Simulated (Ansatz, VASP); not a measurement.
Two plane-wave programs on CdBiO4

```xyz
6
Lattice="3.3508 0.0000 0.0000 0.0000 3.3508 0.0000 0.0000 0.0000 6.9197" Properties=species:S:1:pos:R:3 pbc="T T T"
Cd    0.0000    0.0000    0.0000
Bi    1.6754    1.6754    3.4599
O     1.6754    1.6754    0.7340
O     0.0000    0.0000    4.6175
O     0.0000    0.0000    2.3023
O     1.6754    1.6754    6.1857
```

Change from the starting cell: species swapped into the Hf4AgPd type (P4/mmm, No. 123).

Alike in both runs: task relaxation of cell and atoms; functional PBE; k mesh 12 × 12 × 6; occupations gaussian, width 0.1 eV; no spin polarisation.

```csv
,VASP,Ansatz
version,VASP 6.6.1,Ansatz 0.2.0
potentials or method,"VASP PAW PBE potentials, release 64 (Cd, Bi_d, O), cutoff 600 eV","scalar-relativistic, plane waves, PAW"
valence electrons in the cell,51,59
```

VASP gave:

- gap on the k mesh at the Fermi level, each at its own relaxed structure (eV): none
- relaxed volume (Å³/atom): 12.96
- relaxed length of the cell vector where the two differ most in proportion (Å): 6.940

What did Ansatz give for the same quantities?

gap on the k mesh at the Fermi level, each at its own relaxed structure (eV): none; relaxed volume (Å³/atom): 12.95; relaxed length of the cell vector where the two differ most in proportion (Å): 6.919.

A gap of «none» marks a metal or a gap that the smearing closes. VASP's potentials hold 51 valence electrons a cell and Ansatz's 59, so a difference there can come from the potentials and not from the codes.

Spin-orbit coupling is off throughout.
